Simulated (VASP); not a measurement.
**Rh: single point with PBEsol**

Rh:

```xyz
1
Lattice="0.0000 1.8904 1.8904 1.8904 0.0000 1.8904 1.8904 1.8904 0.0000" Properties=species:S:1:pos:R:3 pbc="T T T"
Rh    0.0000    0.0000    0.0000
```

| Property | Result |
| --- | --- |
| Program | VASP 6.6.1 |
| Task | single point |
| Functional | PBEsol |
| Potentials or basis | VASP PAW PBE potentials, release 64 (Rh_pv) |
| Cutoff | 500 eV |
| k mesh | 20 × 20 × 20 |
| Occupations | fermi-dirac, width 0.08 eV |
| Spin | no spin polarisation |

```yaml
Pressure: 0.0 GPa
Band_gap_on_the_k_mesh: zero (an odd number of electrons rules out a gap without spin polarisation)
```

Levels at points of the mesh, in eV from the Fermi level:
```
           k point  band 4  band 5  band 6  band 7  band 8  band 9  band 10  band 11
(0.00, 0.00, 0.00)   -8.18   -3.18   -3.18   -3.18   -1.01   -1.01    15.92    20.32
(0.50, 0.00, 0.00)   -6.31   -3.25   -3.25    0.60    0.60    0.63     8.77    15.43
(0.50, 0.50, 0.00)   -6.51   -6.13    0.58    1.03    1.03    3.20    12.45    13.34
```

It took 46 s on 1 thread of Oxide Virtual Turin-like Processor, with other jobs on the host, peak memory 0.12 GiB.

Caveat: the PAW data sets were made with another functional, which shifts forces and pressure a little.
